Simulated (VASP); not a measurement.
# Cs3Sb4Se (Pm-3m) in VASP: notebook, part 2 of 2

VASP 6.6.1.

### 3 Single point, PBE

This run uses another cell than the first one, of 46.60 Å³/atom.

File INCAR:

```
ALGO = Normal ; EDIFF = 1E-7
ENCUT = 520 ; GGA = PE
ISIF = 2 ; ISMEAR = 0
LASPH = True ; LCHARG = False
LREAL = False ; LWAVE = False
NBANDS = 36 ; NELM = 100
PREC = Accurate ; SIGMA = 0.1
```

File KPOINTS:

```
k-points
0
Gamma
  6 6 6
```

File POSCAR:

```
Cs3Sb4Se
1.0
    7.1972348598      0.0000000000      0.0000000000
    0.0000000000      7.1972348598      0.0000000000
    0.0000000000      0.0000000000      7.1972348598
Cs Sb Se
3 4 1
Direct
    0.0000000000      0.0000000000      0.5000000000
    0.0000000000      0.5000000000      0.0000000000
    0.5000000000      0.0000000000      0.0000000000
    0.0000000000      0.0000000000      0.0000000000
    0.5000000000      0.5000000000      0.0000000000
    0.5000000000      0.0000000000      0.5000000000
    0.0000000000      0.5000000000      0.5000000000
    0.5000000000      0.5000000000      0.5000000000
```

Potentials or basis: VASP PAW PBE potentials, release 64 (Cs_sv, Sb, Se).

Launch:

```sh
cat potpaw_PBE.64/Cs_sv/POTCAR potpaw_PBE.64/Sb/POTCAR potpaw_PBE.64/Se/POTCAR > POTCAR
mpirun -np 1 vasp_std > vasp.out
```

OUTCAR:

```text
EDIFF = 1E-7
   ENCUT = 520
   GGA = PE
   ISIF = 2
   ISMEAR = 0
   LASPH = True
   LREAL = False
   NELM = 100
   PREC = Accurate

 ion  position               nearest neighbor table
   1  0.000  0.000  0.500-
   2  0.000  0.500  0.000-
   3  0.500  0.000  0.000-
   4  0.000  0.000  0.000-
   5  0.500  0.500  0.000-
   6  0.500  0.000  0.500-
   7  0.000  0.500  0.500-
   8  0.500  0.500  0.500-

  LATTYP: Found a simple cubic cell.
 ALAT       =     7.1972348598

  Lattice vectors:

 A1 = (   7.1972348598,   0.0000000000,   0.0000000000)
 A2 = (   0.0000000000,   7.1972348598,   0.0000000000)
 A3 = (   0.0000000000,   0.0000000000,   7.1972348598)

Analysis of symmetry for initial positions (statically):
=====================================================================
 Subroutine PRICEL returns:
 Original cell was already a primitive cell.

 Routine SETGRP: Setting up the symmetry group for a
 simple cubic supercell.

 Subroutine GETGRP returns: Found 48 space group operations
 (whereof 48 operations were pure point group operations)
 out of a pool of 48 trial point group operations.

The static configuration has the point symmetry O_h .

Analysis of symmetry for dynamics (positions and initial velocities):
=====================================================================
 Subroutine PRICEL returns:
 Original cell was already a primitive cell.

 Routine SETGRP: Setting up the symmetry group for a
 simple cubic supercell.

 Subroutine GETGRP returns: Found 48 space group operations
 (whereof 48 operations were pure point group operations)
 out of a pool of 48 trial point group operations.

The dynamic configuration has the point symmetry O_h .

 Subroutine INISYM returns: Found 48 space group operations
 (whereof 48 operations are pure point group operations),
 and found     1 'primitive' translations

----------------------------------------------------------------------------------------

                                     Primitive cell

  volume of cell :     372.8181

  direct lattice vectors                    reciprocal lattice vectors
     7.197234860  0.000000000  0.000000000     0.138942249  0.000000000  0.000000000
     0.000000000  7.197234860  0.000000000     0.000000000  0.138942249  0.000000000
     0.000000000  0.000000000  7.197234860     0.000000000  0.000000000  0.138942249

  length of vectors
     7.197234860  7.197234860  7.197234860     0.138942249  0.138942249  0.138942249

  position of ions in fractional coordinates (direct lattice)
     0.000000000  0.000000000  0.500000000
     0.000000000  0.500000000  0.000000000
     0.500000000  0.000000000  0.000000000
     0.000000000  0.000000000  0.000000000
     0.500000000  0.500000000  0.000000000
     0.500000000  0.000000000  0.500000000
     0.000000000  0.500000000  0.500000000
     0.500000000  0.500000000  0.500000000

  ion indices of the primitive-cell ions
   primitive index   ion index
                 1           1
                 2           2
                 3           3
                 4           4
[... 30 lines left out ...]

 Following reciprocal coordinates:
            Coordinates               Weight
  0.000000  0.000000  0.000000      1.000000
  0.166667  0.000000  0.000000      6.000000
  0.333333  0.000000  0.000000      6.000000
  0.500000  0.000000  0.000000      3.000000
  0.166667  0.166667  0.000000     12.000000
  0.333333  0.166667  0.000000     24.000000
[... 12 lines left out ...]
  0.500000  0.500000  0.333333      6.000000
  0.500000  0.500000  0.500000      1.000000
   k-points           NKPTS =     20   k-points in BZ     NKDIM =     20   number of bands    NBANDS=     36
   number of dos      NEDOS =    301   number of ions     NIONS =      8
   total plane-waves  NPLWV = 157464
   dimension x,y,z NGX =    54 NGY =   54 NGZ =   54
   dimension x,y,z NGXF=   108 NGYF=  108 NGZF=  108
   ions per type =               3   4   1
   NGX,Y,Z   is equivalent  to a cutoff of  12.47, 12.47, 12.47 a.u.
   NGXF,Y,Z  is equivalent  to a cutoff of  24.95, 24.95, 24.95 a.u.
 SYSTEM =  unknown system
   PREC   = accura    normal or accurate (medium, high low for compatibility)
   ISTART =      0    job   : 0-new  1-cont  2-samecut
   ICHARG =      2    charge: 1-file 2-atom 10-const
   ISPIN  =      1    spin polarized calculation?
   LNONCOLLINEAR =      F non collinear calculations
   LSORBIT =      F    spin-orbit coupling
   LASPH  =      T    aspherical Exc in radial PAW
   ENCUT  =  520.0 eV  38.22 Ry    6.18 a.u.  13.38 13.38 13.38*2*pi/ulx,y,z
   NELM   =    100;   NELMIN=  2; NELMDL= -5     # of ELM steps
   EDIFF  = 0.1E-06   stopping-criterion for ELM
   LREAL  =      F    real-space projection
   EDIFFG = 0.1E-05   stopping-criterion for IOM
   NSW    =      0    number of steps for IOM
   IBRION =     -1    ionic relax: 0-MD 1-quasi-New 2-CG
   NFREE  =      0    steps in history (QN), initial steepest desc. (CG)
   ISIF   =      2    stress and relaxation
   ISYM   =      2    0-nonsym 1-usesym 2-fastsym
   POTIM  = 0.5000    time-step for ionic-motion
   TEBEG  =    0.0;   TEEND  =   0.0 temperature during run
   PSTRESS=    0.0 pullay stress
   NELECT =      53.0000    total number of electrons
   NUPDOWN=      -1.0000    fix difference up-down
   EMIN   =  10.00;   EMAX   =-10.00  energy-range for DOS
   EFERMI =   0.00;   METHOD = LEGACY
   ISMEAR =     0;   SIGMA  =   0.10  broadening in eV -4-tet -1-fermi 0-gaus
   EFERMI_NEDOS =   21; number of points for ismear=-14 and -15
   IALGO  =     38    algorithm
   IMIX   =      4    mixing-type and parameters
     AMIX     =   0.40;   BMIX     =  1.00
     AMIX_MAG =   1.60;   BMIX_MAG =  1.00
  volume/ion in A,a.u.               =      46.60       314.49
  Fermi-wavevector in a.u.,A,eV,Ry     =   0.854413  1.614606  9.932543  0.730021
  Thomas-Fermi vector in A             =   1.971005
   LORBIT       =      0    0 simple, 1 ext, 2 COOP (PROOUT), +10 PAW based schemes
   GGA     = PE    functional components
   LHFCALC =     F    Hartree Fock is set to
   AEXX    =    0.0000 exact exchange contribution
   IVDW    =     0    specifies the selected vdW correction
   LEPSILON=     F    determine dielectric tensor
   LRPA    =     F    only Hartree local field effects (RPA)
 non-spin polarized calculation
 Gauss-broadening in eV      SIGMA  =   0.10
  energy-cutoff  :      520.00
  volume of cell :      372.82
 maximum number of plane-waves:     10075
 NGX is ok and might be reduce to    54
   NGX = 27   NGY = 27   NGZ = 27

 number of electron      53.0000002 magnetization

 Free energy of the ion-electron system (eV)
  ---------------------------------------------------
  ext. energy  EPLUGINS =         0.00000000
  ---------------------------------------------------
  free energy    TOTEN  =       -17.64386720 eV

  energy without entropy =      -17.53143488  energy(sigma->0) =      -17.58765104

 E-fermi :   1.7799     XC(G=0):  -7.7780

 val. band max:        1.7627171665   @ k =   0.3333   0.3333   0.1667
 cond. band min:       1.7826205463   @ k =   0.5000   0.0000   0.0000
 fundamental gap:      0.0199033798
 Fermi energy:         1.7798799679

 k-point     1 :       0.0000    0.0000    0.0000
  band No.  band energies     occupation
      1     -19.4238      2.00000
      2     -19.3978      2.00000
      3     -19.3978      2.00000
      4     -10.1156      2.00000
      5      -6.5906      2.00000
      6      -6.5906      2.00000
[... 769 lines left out ...]
     35       6.9524      0.00000
     36       6.9524      0.00000

------------------------ aborting loop because EDIFF is reached ----------------------------------------

  FORCE on cell =-STRESS in cart. coord.  units (eV):
  Direction    XX          YY          ZZ          XY          YZ          ZX
  --------------------------------------------------------------------------------------
  -------------------------------------------------------------------------------------
  Total        0.0295863      0.0295863      0.0295863     -0.0000000     -0.0000000      0.0000000
  in kB        0.1271464      0.1271464      0.1271464     -0.0000000     -0.0000000      0.0000000
  external PRESSURE =       0.1271464 kB  Pullay stress =       0.0000000 kB

 VOLUME and BASIS-vectors are now :
 -----------------------------------------------------------------------------
  energy-cutoff  :      520.00
  volume of cell :      372.82
      direct lattice vectors                 reciprocal lattice vectors
     7.197234860  0.000000000  0.000000000     0.138942249  0.000000000  0.000000000
     0.000000000  7.197234860  0.000000000     0.000000000  0.138942249  0.000000000
     0.000000000  0.000000000  7.197234860     0.000000000  0.000000000  0.138942249

 POSITION                                       TOTAL-FORCE (eV/Angst)
 -----------------------------------------------------------------------------------
      0.00000      0.00000      3.59862         0.000000      0.000000      0.000000
      0.00000      3.59862      0.00000         0.000000      0.000000      0.000000
      3.59862      0.00000      0.00000         0.000000      0.000000      0.000000
      0.00000      0.00000      0.00000         0.000000      0.000000      0.000000
      3.59862      3.59862      0.00000         0.000000      0.000000      0.000000
      3.59862      0.00000      3.59862         0.000000      0.000000      0.000000
      0.00000      3.59862      3.59862         0.000000      0.000000      0.000000
      3.59862      3.59862      3.59862         0.000000      0.000000      0.000000
 -----------------------------------------------------------------------------------
    total drift:                                0.000000     -0.000000     -0.000000

  FREE ENERGIE OF THE ION-ELECTRON SYSTEM (eV)
  ---------------------------------------------------
  free  energy   TOTEN  =       -17.6438672010 eV

  energy  without entropy=      -17.5314348780  energy(sigma->0) =      -17.58765104
```

It took 3.3 min on 1 thread of Intel Xeon 6975P-C (Granite Rapids), shared host; peak memory 0.55 GiB.

What came out:

```
Free energy            : -17.6439 eV
Pressure               : 0.0 GPa
Band gap on the k mesh : zero (an odd number of electrons rules out a gap without spin polarisation)
```

Caveat: spin-orbit coupling is left out, which moves the levels of the heavy elements; an odd number of electrons without spin polarisation forces a metal; a magnetic or distorted state may lie lower.
